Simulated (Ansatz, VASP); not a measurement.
# TaN in VASP and in Ansatz

INCAR

```
SYSTEM = TaN
PREC = Accurate ; ENCUT = 600
EDIFF = 1E-6 ; ISMEAR = 1
SIGMA = 0.1 ; LREAL = .False.
LASPH = .True. ; NELM = 120
ALGO = Normal ; ISIF = 2
LWAVE = .False. ; LCHARG = .False.
GGA = PE ; NBANDS = 42
GGA_COMPAT = .False.
```

KPOINTS

```
Automatic mesh
0
Gamma
  12 6 6
  0 0 0
```

Contents of POSCAR:

```
TaN
1.0
   -2.9150411438      0.0000000000      0.0000000000
    0.0000000000     -5.0562209419      0.0000000000
    0.0000000000      0.0000000000      5.9150615462
Ta N
4 4
Direct
    0.5000000000      0.5000000000      0.0000000000
    0.0000000000      1.0000000000      0.0000000000
    0.5000000000      0.5000000000      0.5000000000
    0.0000000000      1.0000000000      0.5000000000
    0.5000000000      0.1666502912      0.2500000000
    0.0000000000      0.6666502912      0.2500000000
    1.0000000000      0.3333497088      0.7500000000
    0.5000000000      0.8333497088      0.7500000000
```

Input for Ansatz:

```yaml
crystal:
  lattice:
    - [-2.9150411438, 0.0, 0.0]
    - [0.0, -5.0562209419, 0.0]
    - [0.0, 0.0, 5.9150615462]
  atoms:
    - { symbol: Ta, position: [0.5, 0.5, 0.0] }
    - { symbol: Ta, position: [0.0, 1.0, 0.0] }
    - { symbol: Ta, position: [0.5, 0.5, 0.5] }
    - { symbol: Ta, position: [0.0, 1.0, 0.5] }
    - { symbol: "N", position: [0.5, 0.1666502912, 0.25] }
    - { symbol: "N", position: [0.0, 0.6666502912, 0.25] }
    - { symbol: "N", position: [1.0, 0.3333497088, 0.75] }
    - { symbol: "N", position: [0.5, 0.8333497088, 0.75] }
basis:
  ecutwfc: 420
kpoints:
  mp_grid: { grid: [12, 6, 6] }
hamiltonian:
  xc: pbe
scf:
  occupations: { method: methfessel_paxton, width: 0.15 }
  lower_state_search: standard
output:
  forces: true
  eigenvalues: true
  stress: true
```

Alike in both runs: task single point; functional PBE; k mesh 12 × 6 × 6; no spin polarisation.

```csv
,VASP,Ansatz
version,VASP 6.6.1,Ansatz 0.2.0
potentials or method,"VASP PAW PBE potentials, release 64 (Ta_pv, N), cutoff 600 eV","scalar-relativistic, plane waves, PAW"
occupations,"methfessel-paxton of order 1, width 0.1 eV","methfessel-paxton of order 1, width 0.15 eV"
valence electrons in the cell,64,72
```

```csv
,VASP,Ansatz,Ansatz less VASP
gap on the k mesh at the Fermi level (eV),none,none,-
pressure (GPa),0.6,0.0,-0.60
"traceless stress, the component that is largest in VASP (GPa)",-0.12,-0.02,+0.102
```

A gap of «none» marks a metal or a gap that the smearing closes. VASP's potentials hold 64 valence electrons a cell and Ansatz's 72, so a difference there can come from the potentials and not from the codes.

Spin-orbit coupling is off throughout.
